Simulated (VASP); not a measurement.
Here is a VASP 6.6.1 calculation.

File INCAR:

```
SYSTEM = NaCl
ALGO = Normal
EDIFF = 1E-6
ENCUT = 500
GGA = PE
GGA_COMPAT = .FALSE.
ISIF = 2
ISMEAR = 0
LASPH = .TRUE.
LCHARG = .FALSE.
LREAL = .FALSE.
LWAVE = .FALSE.
NBANDS = 14
NELM = 120
PREC = Accurate
SIGMA = 0.018000000000000002
```

The input KPOINTS:

```
k-points
0
G
  8 8 8
  0 0 0
```

File POSCAR:

```
NaCl
1.0
    0.0000000000      2.7940632177      2.7940632177
    2.7940632177      0.0000000000      2.7940632177
    2.7940632177      2.7940632177      0.0000000000
Cl Na
1 1
Direct
    0.5000000000      0.5000000000      0.5000000000
    0.0000000000      0.0000000000      0.0000000000
```

Potentials or basis: VASP PAW PBE potentials, release 64 (Cl, Na_pv).

Launch:

```sh
$ cat potpaw_PBE.64/Cl/POTCAR potpaw_PBE.64/Na_pv/POTCAR > POTCAR
$ mpirun -np 1 vasp_std > vasp.out
```

(1) What does it give for the pressure?

(2) What does it give for the band gap on the k mesh?

## Answers

(1) 1.5 GPa.

(2) 5.22 eV, direct.
